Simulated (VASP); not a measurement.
Wanted: the native input for a VASP 6.6.1 run.

| Property | Result |
| --- | --- |
| Task | single point |
| Functional | PBE |
| Potentials or basis | VASP PAW PBE potentials, release 64 (Ga_d, Sb) |
| Cutoff | 520 eV |
| k mesh | 8 × 8 × 8 |
| Occupations | fermi-dirac, width 0.02 eV |
| Spin | no spin polarisation |
| Dipole correction | no |
| Further INCAR settings | ALGO = Normal; EDIFF = 1e-07; NBANDS = 16 |

The structure of GaSb lies in POSCAR:

```
GaSb
1.0
    0.0000000000      3.0658787979      3.0965375859
    3.0658787979      0.0000000000      3.0965375859
    3.0658787979      3.0658787979      0.0000000000
Ga Sb
1 1
Direct
    0.0000000000      0.0000000000      0.0000000000
    0.2500000000      0.2500000000      0.2500000000
```

This cell differs from its parent crystal: uniaxial z strain +1.0%.

The input as run:

INCAR

```
ALGO = Normal ; EDIFF = 1E-7
ENCUT = 520 ; GGA = PE
ISIF = 2 ; ISMEAR = -1
LASPH = True ; LCHARG = False
LREAL = False ; LWAVE = False
NBANDS = 16 ; NELM = 80
PREC = Accurate ; SIGMA = 0.02
```

KPOINTS

```
k-points
0
Gamma
  8 8 8
```

Potentials or basis: VASP PAW PBE potentials, release 64 (Ga_d, Sb).

Command:

```sh
$ cat potpaw_PBE.64/Ga_d/POTCAR potpaw_PBE.64/Sb/POTCAR > POTCAR
$ mpirun -np 1 vasp_std > vasp.out
```

It gave:

```
Pressure               : 1.5 GPa
Band gap on the k mesh : zero (filled and empty bands touch)
```

Caveat: the cell differs from its parent crystal (uniaxial z strain +1.0%); spin-orbit coupling is left out, which moves the levels of the heavy elements.

Wall time 24 s on 1 thread of Intel(R) Xeon(R) Platinum 8488C (Sapphire Rapids) (shared host), peak memory 0.2 GiB.
